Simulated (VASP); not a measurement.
Set up this calculation in VASP 6.6.1, as the native input.

```yaml
Task: single point
Functional: PBE
Potentials_or_basis: VASP PAW PBE potentials, release 64 (Eu)
Cutoff: 520 eV
k_mesh: 16 × 16 × 16
Occupations: fermi-dirac, width 0.05 eV
Spin: collinear spin, ferromagnetic start
Starting_moments: "[7.0] μB"
Dipole_correction: no
Further_INCAR_settings: ALGO = Normal; EDIFF = 1e-06; NBANDS = 18
```

The structure of Eu lies in POSCAR:

```
Eu
1.0
   -1.6518086009      1.6518086009      1.6518086009
    1.6518086009     -1.6518086009      1.6518086009
    1.6518086009      1.6518086009     -1.6518086009
Eu
1
Direct
    0.0000000000      0.0000000000      0.0000000000
```

The input as run:

INCAR

```
PREC = Accurate
ENCUT = 520
EDIFF = 1E-6
ISMEAR = -1
SIGMA = 0.05
LREAL = False
LASPH = True
NELM = 150
ALGO = Normal
ISIF = 2
LWAVE = False
LCHARG = True
ISPIN = 2
MAGMOM = 7
LORBIT = 11
LMAXMIX = 6
GGA = PE
LELF = True
LVHAR = True
NBANDS = 18
```

KPOINTS

```
regular mesh
0
Gamma
  16 16 16
```

Potentials or basis: VASP PAW PBE potentials, release 64 (Eu).

Run with:

```bash
$ cat potpaw_PBE.64/Eu/POTCAR > POTCAR
$ mpirun -np 1 vasp_std > vasp.out
```

It gave:

```
Pressure                                              : 51.3 GPa
Net moment                                            : 7.12 μB per cell
Site moments                                          : Eu +6.70 μB
Valence electrons inside the program's atomic spheres : Eu 15.36
```

It took 5.1 min on 1 thread of Oxide Virtual Turin-like Processor, on a shared host, peak memory 0.19 GiB.
